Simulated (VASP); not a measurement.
# Ir (Fm-3m) in VASP: further runs

Ir is run at these levels: PBEsol; tasks: single point.

Everything below comes from runs of VASP 6.6.1. Logs are shortened: lines on timing, memory, paths and dates and some standing lists are left out, and cuts for length are marked.

## (1) The cell of the first run

Symmetry: Fm-3m, No. 225, cubic system. The conventional cell has a = 3.830 Å, b = 3.830 Å, c = 3.830 Å, α = 90.00°, β = 90.00°, γ = 90.00°. Within 3.6 Å of Ir (site symmetry m-3m) lie 12 Ir at 2.71 Å.

## (2) Single point, PBEsol

INCAR reads:

```
  PREC = Accurate
  ENCUT = 500
  EDIFF = 1E-6
  ISMEAR = 0
  SIGMA = 0.1
  LREAL = F
  LASPH = T
  NELM = 120
  ALGO = Normal
  ISIF = 2
  LWAVE = F
  LCHARG = T
  GGA = PS
  LELF = T
  LVHAR = T
  NBANDS = 10
  GGA_COMPAT = F
```

KPOINTS reads:

```
Automatic mesh
0
Gamma
  8 8 8
```

POSCAR reads:

```
Ir
1.0
    0.0000000000      1.9150000000      1.9150000000
    1.9150000000      0.0000000000      1.9150000000
    1.9150000000      1.9150000000      0.0000000000
Ir
1
Direct
    0.0000000000      0.0000000000      0.0000000000
```

Potentials or basis: VASP PAW PBE potentials, release 64 (Ir).

Run with:

```console
> cat potpaw_PBE.64/Ir/POTCAR > POTCAR
> mpirun -np 1 vasp_std > vasp.out
```

OUTCAR:

```text
PREC = Accurate
   ENCUT = 500
   EDIFF = 1E-6
   ISMEAR = 0
   LREAL = F
   LASPH = T
   NELM = 120
   ISIF = 2
   GGA = PS

 ion  position               nearest neighbor table
   1  0.000  0.000  0.000-

  LATTYP: Found a face centered cubic cell.
 ALAT       =     3.8300000000

  Lattice vectors:

 A1 = (   0.0000000000,   1.9150000000,   1.9150000000)
 A2 = (   1.9150000000,   0.0000000000,   1.9150000000)
 A3 = (   1.9150000000,   1.9150000000,   0.0000000000)

Analysis of symmetry for initial positions (statically):
=====================================================================
 Subroutine PRICEL returns:
 Original cell was already a primitive cell.

 Routine SETGRP: Setting up the symmetry group for a
 face centered cubic supercell.

 Subroutine GETGRP returns: Found 48 space group operations
 (whereof 48 operations were pure point group operations)
 out of a pool of 48 trial point group operations.

The static configuration has the point symmetry O_h .

Analysis of symmetry for dynamics (positions and initial velocities):
=====================================================================
 Subroutine PRICEL returns:
 Original cell was already a primitive cell.

 Routine SETGRP: Setting up the symmetry group for a
 face centered cubic supercell.

 Subroutine GETGRP returns: Found 48 space group operations
 (whereof 48 operations were pure point group operations)
 out of a pool of 48 trial point group operations.

The dynamic configuration has the point symmetry O_h .

 Subroutine INISYM returns: Found 48 space group operations
 (whereof 48 operations are pure point group operations),
 and found     1 'primitive' translations

----------------------------------------------------------------------------------------

                                     Primitive cell

  volume of cell :      14.0455

  direct lattice vectors                    reciprocal lattice vectors
     0.000000000  1.915000000  1.915000000    -0.261096606  0.261096606  0.261096606
     1.915000000  0.000000000  1.915000000     0.261096606 -0.261096606  0.261096606
     1.915000000  1.915000000  0.000000000     0.261096606  0.261096606 -0.261096606

  length of vectors
     2.708218972  2.708218972  2.708218972     0.452232587  0.452232587  0.452232587

  position of ions in fractional coordinates (direct lattice)
     0.000000000  0.000000000  0.000000000

[... 78 lines left out ...]
   NSW    =      0    number of steps for IOM
   IBRION =     -1    ionic relax: 0-MD 1-quasi-New 2-CG
   NFREE  =      0    steps in history (QN), initial steepest desc. (CG)
   ISIF   =      2    stress and relaxation
   ISYM   =      2    0-nonsym 1-usesym 2-fastsym
   POTIM  = 0.5000    time-step for ionic-motion
   TEBEG  =    0.0;   TEEND  =   0.0 temperature during run
   PSTRESS=    0.0 pullay stress
   NELECT =       9.0000    total number of electrons
   NUPDOWN=      -1.0000    fix difference up-down
   EMIN   =  10.00;   EMAX   =-10.00  energy-range for DOS
   EFERMI =   0.00;   METHOD = LEGACY
   ISMEAR =     0;   SIGMA  =   0.10  broadening in eV -4-tet -1-fermi 0-gaus
   EFERMI_NEDOS =   21; number of points for ismear=-14 and -15
   IALGO  =     38    algorithm
   IMIX   =      4    mixing-type and parameters
     AMIX     =   0.40;   BMIX     =  1.00
     AMIX_MAG =   1.60;   BMIX_MAG =  1.00
  volume/ion in A,a.u.               =      14.05        94.78
  Fermi-wavevector in a.u.,A,eV,Ry     =   1.411379  2.667119 27.102667  1.991990
  Thomas-Fermi vector in A             =   2.533236
   LORBIT       =      0    0 simple, 1 ext, 2 COOP (PROOUT), +10 PAW based schemes
   GGA     = PS    functional components
   LHFCALC =     F    Hartree Fock is set to
   AEXX    =    0.0000 exact exchange contribution
   IVDW    =     0    specifies the selected vdW correction
   LEPSILON=     F    determine dielectric tensor
   LRPA    =     F    only Hartree local field effects (RPA)
 non-spin polarized calculation
 Gauss-broadening in eV      SIGMA  =   0.10
  energy-cutoff  :      500.00
  volume of cell :       14.05
 maximum number of plane-waves:       368
   NGX =  9   NGY =  9   NGZ =  9

 number of electron       9.0000000 magnetization

 Free energy of the ion-electron system (eV)
  ---------------------------------------------------
  ext. energy  EPLUGINS =         0.00000000
  ---------------------------------------------------
  free energy    TOTEN  =        -9.74560735 eV

  energy without entropy =       -9.73653888  energy(sigma->0) =       -9.74107312

 E-fermi :  10.4269     XC(G=0): -14.1433

 val. band max:       10.3846472428   @ k =  -0.3750   0.1250   0.0000
 cond. band min:      10.4490591750   @ k =  -0.3750   0.2500   0.0000
 fundamental gap:      0.0644119322
 Fermi energy:        10.4268714421

 k-point     1 :       0.0000    0.0000    0.0000
  band No.  band energies     occupation
      1      -0.8973      2.00000
      2       6.4236      2.00000
      3       6.4236      2.00000
      4       6.4236      2.00000
      5       9.1858      2.00000
      6       9.1858      2.00000
      7      24.6607      0.00000
      8      30.3009      0.00000
      9      30.3009      0.00000
     10      30.3009      0.00000
[... 287 lines left out ...]
 k-point    24 :      -0.3750    0.2500    0.1250
  band No.  band energies     occupation
      1       3.6434      2.00000
      2       5.0658      2.00000
      3       6.6945      2.00000
      4       7.7619      2.00000
      5      10.9629      0.00000
      6      15.5586      0.00000
      7      17.0614      0.00000
      8      26.1481      0.00000
      9      26.3241      0.00000
     10      30.2211      0.00000

 [... further k-points ...]

------------------------ aborting loop because EDIFF is reached ----------------------------------------

  FORCE on cell =-STRESS in cart. coord.  units (eV):
  Direction    XX          YY          ZZ          XY          YZ          ZX
  --------------------------------------------------------------------------------------
  -------------------------------------------------------------------------------------
  Total        0.2217269      0.2217269      0.2217269      0.0000000      0.0000000      0.0000000
  in kB       25.2925489     25.2925489     25.2925489      0.0000000      0.0000000      0.0000000
  external PRESSURE =      25.2925489 kB  Pullay stress =       0.0000000 kB

 VOLUME and BASIS-vectors are now :
 -----------------------------------------------------------------------------
  energy-cutoff  :      500.00
  volume of cell :       14.05
      direct lattice vectors                 reciprocal lattice vectors
     0.000000000  1.915000000  1.915000000    -0.261096606  0.261096606  0.261096606
     1.915000000  0.000000000  1.915000000     0.261096606 -0.261096606  0.261096606
     1.915000000  1.915000000  0.000000000     0.261096606  0.261096606 -0.261096606

 POSITION                                       TOTAL-FORCE (eV/Angst)
 -----------------------------------------------------------------------------------
      0.00000      0.00000      0.00000         0.000000     -0.000000      0.000000
 -----------------------------------------------------------------------------------
    total drift:                                0.000000      0.000000      0.000000

  FREE ENERGIE OF THE ION-ELECTRON SYSTEM (eV)
  ---------------------------------------------------
  free  energy   TOTEN  =        -9.7456073534 eV

  energy  without entropy=       -9.7365388836  energy(sigma->0) =       -9.74107312
```

OSZICAR:

```text
N       E                     dE             d eps       ncg     rms          rms(c)
DAV:   1     0.439471476400E+02    0.43947E+02   -0.43609E+03   588   0.800E+02
DAV:   2    -0.963084041646E+01   -0.53578E+02   -0.50612E+02   608   0.190E+02
DAV:   3    -0.103690306510E+02   -0.73819E+00   -0.73456E+00   706   0.265E+01
DAV:   4    -0.103754693535E+02   -0.64387E-02   -0.64379E-02   660   0.230E+00
DAV:   5    -0.103755950941E+02   -0.12574E-03   -0.12574E-03   660   0.299E-01    0.163E+01
DAV:   6    -0.984756458133E+01    0.52803E+00   -0.91054E-01   646   0.116E+01    0.653E+00
DAV:   7    -0.975268728447E+01    0.94877E-01   -0.27595E-01   688   0.581E+00    0.154E+00
DAV:   8    -0.974936375730E+01    0.33235E-02   -0.21786E-03   624   0.482E-01    0.109E+00
DAV:   9    -0.974560617737E+01    0.37576E-02   -0.22084E-03   648   0.680E-01    0.241E-02
DAV:  10    -0.974560557474E+01    0.60262E-06   -0.10744E-05   816   0.330E-02    0.131E-02
DAV:  11    -0.974560736350E+01   -0.17888E-05   -0.79680E-07   472   0.560E-03    0.463E-04
DAV:  12    -0.974560735338E+01    0.10120E-07   -0.21883E-08   322   0.163E-03
   1 F= -.97456074E+01 E0= -.97410731E+01  d E =-.906847E-02
```

stdout:

```text
POSCAR found type information on POSCAR Ir
 POSCAR found :  1 types and       1 ions
 scaLAPACK will be used
 -----------------------------------------------------------------------------
|                                                                             |
|                                                                             |
|     You enforced a specific xc type in the INCAR file but a different       |
|     I HOPE YOU KNOW WHAT YOU ARE DOING!                                     |
|                                                                             |
 -----------------------------------------------------------------------------

 LDA part: xc-table for (Slater+PW92), standard interpolation
 POSCAR, INCAR and KPOINTS ok, starting setup
 FFT: planning ... GRIDC
 FFT: planning ... GRID_SOFT
 FFT: planning ... GRID
 WAVECAR not read
 entering main loop
```

It took 8.3 s on 1 thread of Intel Xeon 8259CL, shared host; peak memory 0.13 GiB.

Results:

| Quantity | Value |
| --- | --- |
| Free energy | -9.7456 eV |
| Pressure | 2.5 GPa |
| Band gap on the k mesh | zero (an odd number of electrons rules out a gap without spin polarisation) |

Caveat: the PAW data sets were made with another functional, which shifts forces and pressure a little; spin-orbit coupling is left out, which moves the levels of the heavy elements.

## (3) Single point, PBEsol

INCAR reads:

```
PREC     = Accurate       # precision mode
ENCUT    = 500            # plane-wave cutoff, eV
EDIFF    = 1E-6           # SCF threshold, eV
ISMEAR   = 0              # smearing method
SIGMA    = 0.1            # smearing width, eV
LREAL    = F              # projectors in reciprocal space
LASPH    = T              # aspherical terms in the spheres
NELM     = 120            # most SCF steps
ALGO     = Normal         # electronic algorithm
ISIF     = 2              # what is computed and relaxed
LWAVE    = F              # write WAVECAR
LCHARG   = F              # write CHGCAR
GGA      = PS             # functional
NBANDS   = 10             # bands
GGA_COMPAT= F
```

KPOINTS reads:

```
Automatic mesh
0
Gamma
  18 18 18
```

POSCAR reads:

```
Ir
1.0
    0.0000000000      1.9150345149      1.9150345149
    1.9150345149      0.0000000000      1.9150345149
    1.9150345149      1.9150345149      0.0000000000
Ir
1
Direct
    0.0000000000      0.0000000000      0.0000000000
```

Potentials or basis: VASP PAW PBE potentials, release 64 (Ir).

Run with:

```console
> cat potpaw_PBE.64/Ir/POTCAR > POTCAR
> mpirun -np 1 vasp_std > vasp.out
```

Wall time 31 s (1 thread of Intel Xeon 8259CL, shared host); peak memory 0.15 GiB.

It converged, with:

```yaml
Free_energy: -9.8232 eV
Pressure: 1.0 GPa
Band_gap_on_the_k_mesh: zero (an odd number of electrons rules out a gap without spin polarisation)
```

Levels at points of the mesh, in eV from the Fermi level:
```csv
k point,band 1,band 2,band 3,band 4,band 5,band 6,band 7,band 8,band 9
"(0.00, 0.00, 0.00)",-11.31,-3.98,-3.98,-3.98,-1.24,-1.24,14.27,19.88,19.88
"(0.50, 0.00, 0.00)",-8.26,-4.08,-4.08,-0.88,0.88,0.88,7.26,13.80,19.78
"(0.50, 0.50, 0.00)",-8.06,-7.48,0.86,1.46,1.46,1.61,10.52,11.66,11.66
```

Caveat: the PAW data sets were made with another functional, which shifts forces and pressure a little; spin-orbit coupling is left out, which moves the levels of the heavy elements.
